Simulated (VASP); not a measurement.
Here is a VASP 6.6.1 calculation.

File INCAR:

```
ALGO = Normal ; EDIFF = 1E-6
ENCUT = 520 ; GGA = PS
ISIF = 2 ; ISMEAR = 0
IVDW = 12 ; LASPH = True
LCHARG = False ; LREAL = False
LWAVE = False ; NBANDS = 16
NELM = 60 ; PREC = Accurate
SIGMA = 0.15
```

The input KPOINTS:

```
k-points
0
Gamma
  18 18 6
```

Contents of POSCAR:

```
C
1.0
    2.4580081300      0.0000000000      0.0000000000
   -1.2290040650      2.1286974833      0.0000000000
    0.0000000000      0.0000000000      6.5800567345
C
4
Direct
    0.0000000000      0.0000000000      0.0024961493
    0.0000000000      0.0000000000      0.5024961493
    0.3333333333      0.6666666667      0.0025038507
    0.6666666667      0.3333333333      0.5025038507
```

Potentials or basis: VASP PAW PBE potentials, release 64 (C).

Run with:

```console
$ cat potpaw_PBE.64/C/POTCAR > POTCAR
$ mpirun -np 1 vasp_std > vasp.out
```

Estimate the dispersion energy per atom.

-0.112 eV.

Predict the pressure.

0.8 GPa.

Estimate the band gap on the k mesh.

zero (band 8 reaches 4.82 eV, above the bottom of band 9 at 4.79 eV).

Stress tensor (GPa, compression positive):
```
 1.21  0.00  0.00
 0.00  1.21  0.00
 0.00  0.00 -0.13
```

Caveat: the PAW data sets were made with another functional, which shifts forces and pressure a little.
